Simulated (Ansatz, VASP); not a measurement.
# Two plane-wave programs on LiH

The input POSCAR:

```
LiH
1.0
    2.7815484433      0.0000000000      0.0000000000
   -1.3907742217      2.4088916138      0.0000000000
    0.0000000000      0.0000000000      4.8729607009
Li H
2 2
Direct
    0.0000000000      0.0000000000      0.0000000000
    0.0000000000      0.0000000000      0.5000000000
    0.3333333333      0.6666666667      0.2500000000
    0.6666666667      0.3333333333      0.7500000000
```

Contents of INCAR.step1:

```
SYSTEM = LiH
  PREC = Accurate
  ENCUT = 520
  ISMEAR = 0
  SIGMA = 0.01
  LREAL = .False.
  LASPH = .True.
  NELM = 80
  NBANDS = 12
  GGA = PE
  ALGO = Normal
  EDIFF = 1E-4
  LWAVE = .True.
  LCHARG = .False.
```

File INCAR.step2:

```
SYSTEM = LiH
  PREC = Accurate
  ENCUT = 520
  EDIFF = 1E-7
  ISMEAR = 0
  SIGMA = 0.01
  LREAL = .False.
  LASPH = .True.
  NELM = 80
  ALGO = Normal
  ISIF = 2
  LWAVE = .False.
  LCHARG = .False.
  METAGGA = R2SCAN
  LMIXTAU = .True.
  NBANDS = 12
  ISTART = 1
```

File KPOINTS:

```
Automatic mesh
0
Gamma
  12 12 6
  0 0 0
```

Input for Ansatz:

```yaml
crystal:
  lattice:
    - [2.7815484433, 0.0, 0.0]
    - [-1.3907742217, 2.4088916138, 0.0]
    - [0.0, 0.0, 4.8729607009]
  atoms:
    - { symbol: Li, position: [0.0, 0.0, 0.0] }
    - { symbol: Li, position: [0.0, 0.0, 0.5] }
    - { symbol: H, position: [0.3333333333, 0.6666666667, 0.25] }
    - { symbol: H, position: [0.6666666667, 0.3333333333, 0.75] }
kpoints:
  mp_grid: { grid: [12, 12, 6] }
  band_path:
    path:
      - [0.0, 0.0, 0.0]
      - [0.5, 0.0, 0.0]
      - [0.3333333333, 0.3333333333, 0.0]
      - [0.0, 0.0, 0.5]
      - [0.5, 0.0, 0.5]
      - [0.3333333333, 0.3333333333, 0.5]
      - [0.0, 0.5, 0.0]
      - [0.0, -0.5, 0.416667]
      - [0.5, 0.0, 0.25]
    npoints: 1
hamiltonian:
  xc: r2scan
scf:
  occupations: { method: fixed }
  n_extra_bands: 5
output:
  forces: true
  stress: true
  eigenvalues: true
```

Alike in both runs: task single point; functional r2SCAN; k mesh 12 × 12 × 6; no spin polarisation.

```csv
,VASP,Ansatz
version,VASP 6.6.1,Ansatz 0.2.0
potentials or method,"VASP PAW PBE potentials, release 64 (Li_sv, H)","plane waves, PAW"
plane-wave cutoff (eV),520,500
occupations,"gaussian, width 0.01 eV",fixed
valence electrons in the cell,8,8
```

|  | VASP | Ansatz | Ansatz less VASP |
| --- | --- | --- | --- |
| gap on the k mesh at the Fermi level (eV) | 5.01 | 4.98 | -0.031 |

VASP's potentials were made for PBE, not for r2SCAN.

Noted on VASP's run: the cutoff is short for stress, so the pressure is rough.
